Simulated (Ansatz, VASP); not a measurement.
**One calculation of F, two programs**

Contents of INCAR:

```
PREC = Accurate ; ENCUT = 520
EDIFF = 1E-6 ; ISMEAR = 0
SIGMA = 0.05 ; LREAL = False
LASPH = True ; NELM = 100
ALGO = Normal ; ISIF = 2
LWAVE = False ; LCHARG = False
GGA = PS ; NBANDS = 22
```

File KPOINTS:

```
Automatic mesh
0
Gamma
  4 4 2
```

Contents of POSCAR:

```
F
1.0
    3.0353810981     -1.6894611154     -0.2341147761
    3.0353810981      1.6894611154     -0.2341147761
   -2.2988599477      0.0000000000      6.7726580907
F
4
Direct
    0.0848459664      0.0848459664      0.0940038325
    0.9151540336      0.9151540336      0.9059961675
    0.5015719855      0.5015719855      0.5937195244
    0.4984280145      0.4984280145      0.4062804756
```

Input for Ansatz:

```yaml
crystal:
  lattice:
    - [3.0353810981, -1.6894611154, -0.2341147761]
    - [3.0353810981, 1.6894611154, -0.2341147761]
    - [-2.2988599477, 0.0, 6.7726580907]
  atoms:
    - { symbol: F, position: [0.0848459664, 0.0848459664, 0.0940038325] }
    - { symbol: F, position: [0.9151540336, 0.9151540336, 0.9059961675] }
    - { symbol: F, position: [0.5015719855, 0.5015719855, 0.5937195244] }
    - { symbol: F, position: [0.4984280145, 0.4984280145, 0.4062804756] }
basis:
  ecutwfc: 520.0
kpoints:
  mp_grid: { grid: [4, 4, 2] }
hamiltonian:
  xc: pbesol
scf:
  occupations: { method: gaussian, width: 0.05 }
output:
  forces: true
  stress: true
  eigenvalues: true
```

Change from the starting cell: volume 16.911 Å^3 an atom, stretch along a over the lengths across it, relative to the relaxed cell 1.0326.

Alike in both runs: task single point; functional PBEsol; k mesh 4 × 4 × 2; occupations gaussian, width 0.05 eV; no spin polarisation.

|  | VASP | Ansatz |
| --- | --- | --- |
| version | VASP 6.6.1 | Ansatz 0.2.0 |
| potentials or method | VASP PAW PBE potentials, release 64 (F), cutoff 520 eV | scalar-relativistic, plane waves, PAW |
| valence electrons in the cell | 28 | 28 |

|  | VASP | Ansatz | Ansatz less VASP |
| --- | --- | --- | --- |
| gap on the k mesh at the Fermi level (eV) | 3.81 | 3.91 | +0.099 |
| least direct gap on the mesh (eV) | 3.93 | 4.03 | +0.099 |
| pressure (GPa) | 7.5 | 6.8 | -0.73 |
| traceless stress, the component that is largest in VASP (GPa) | 12.33 | 10.24 | -2.095 |
| rms of the force components (eV/Å) | 2.109 | 1.749 | -0.3604 |

VASP's potentials were made for PBE, not for PBEsol. Atom by atom the forces differ by 0.360 eV/Å (rms over components).

The k mesh is coarse, so the values compare programs but aren't converged.
